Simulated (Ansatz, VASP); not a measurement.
## One calculation of BP, two programs

```
B P
1.0
     2.70805    0.00000    0.00000
     0.00000    2.70805    0.00000
     0.00000    0.00000    2.70805
B P
1 1
Direct
  0.00000 0.00000 0.00000
  0.50000 0.50000 0.50000
```

Alike in both runs: task single point; functional PBEsol; k mesh 6 × 6 × 6; occupations gaussian, width 0.2 eV; no spin polarisation.

|  | VASP | Ansatz |
| --- | --- | --- |
| version | VASP 6.6.1 | Ansatz 0.2.0 |
| potentials or method | VASP PAW PBE potentials, release 64 (B, P) | plane waves |
| plane-wave cutoff (eV) | 500 | 420 |
| valence electrons in the cell | 8 | 8 |

|  | VASP | Ansatz | Ansatz less VASP |
| --- | --- | --- | --- |
| pressure (GPa) | 0.4 | 0.3 | -0.16 |

VASP's potentials were made for PBE, not for PBEsol. The functional is the same, so the differences come from potentials, cutoffs and numerics.

The k mesh is coarse, so the values compare programs but aren't converged.
